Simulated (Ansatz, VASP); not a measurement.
**C in VASP and in Ansatz**

```
C
1.0
     0.00000    1.76572    1.76572
     1.76572    0.00000    1.76572
     1.76572    1.76572    0.00000
C
2
Direct
  0.00000 0.00000 0.00000
  0.25000 0.25000 0.25000
```

Alike in both runs: functional LDA; k mesh 12 × 12 × 12; occupations gaussian, width 0.02 eV; no spin polarisation.

Ansatz relaxed the structure, and its values are those at the end. VASP's run is a single point on that final structure, the one shown.

|  | VASP | Ansatz |
| --- | --- | --- |
| version | VASP 6.6.1 | Ansatz 0.2.0 |
| potentials or method | VASP PAW LDA potentials, release 64 (C), cutoff 600 eV | scalar-relativistic, plane waves, PAW |
| valence electrons in the cell | 8 | 8 |

VASP gave:

```
gap on the k mesh at the Fermi level (eV) : 4.20
least direct gap on the mesh (eV)         : 5.63
pressure (GPa)                            : 0.9
```

Problem. What did Ansatz give for the same quantities?

Solution. gap on the k mesh at the Fermi level (eV): 4.20; least direct gap on the mesh (eV): 5.62; pressure (GPa): 0.0.

Ansatz warns that its potentials were made for another functional, while VASP's fit it. LDA's correlation is that of Perdew and Zunger in VASP and of Perdew and Wang (1992) in Ansatz.
